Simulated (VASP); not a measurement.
Runs of VASP 6.6.1 on W. The structure is that of space group I4/mmm (No. 139), or close to it. The cells are those of the table. 

```csv
cell,further INCAR settings,gap on the mesh (eV),pressure (GPa)
"a = 2.984, b = 2.984, c = 2.702 Å, angles 63.1, 63.1, 53.8°, 1 atom",ALGO = Fast; EDIFF = 1e-06; NBANDS = 13,none,-11.4
"a = 2.797, b = 2.797, c = 3.119 Å, angles 56.1, 56.1, 67.8°, 1 atom",ALGO = Fast; EDIFF = 1e-07; NBANDS = 13,none,-16.5
"a = 3.132, b = 3.132, c = 2.558 Å, angles 65.9, 65.9, 48.2°, 1 atom",ALGO = Fast; EDIFF = 1e-07; NBANDS = 13,none,(c)
"a = 2.795, b = 2.795, c = 3.314 Å, angles 53.6, 53.6, 72.7°, 1 atom",ALGO = Fast; EDIFF = 1e-06; NBANDS = 13,none,-16.6
"a = 3.051, b = 3.051, c = 2.630 Å, angles 64.5, 64.5, 51.1°, 1 atom",ALGO = Fast; EDIFF = 1e-06; NBANDS = 13,none,-9.0
"a = 2.923, b = 2.923, c = 2.781 Å, angles 61.6, 61.6, 56.8°, 1 atom",ALGO = Fast; EDIFF = 1e-06; NBANDS = 13,none,-12.3
"a = 2.836, b = 2.836, c = 2.952 Å, angles 58.6, 58.6, 62.7°, 1 atom",ALGO = Fast; EDIFF = 1e-06; NBANDS = 13,none,(b)
"a = 3.197, b = 3.197, c = 2.508 Å, angles 66.9, 66.9, 46.2°, 1 atom",ALGO = Fast; EDIFF = 1e-06; NBANDS = 13,none,(a)
```

Alike in all rows: task single point; level PBEsol; potentials or basis VASP PAW PBE potentials, release 64 (W_sv); no spin polarisation; k mesh 22 × 22 × 22; cutoff (eV) 520; smearing gaussian 0.15 eV.

Question: Estimate the missing entries.

Answer: (a) 3.7; (b) -12.6; (c) -3.1.

Caveats: the PAW data sets were made with another functional, which shifts forces and pressure a little; spin-orbit coupling is left out, which moves the levels of the heavy elements.

A k mesh can miss the band edges, and the runs leave out spin-orbit coupling on W.

A gap of «none» marks levels without a gap at the run's occupations.
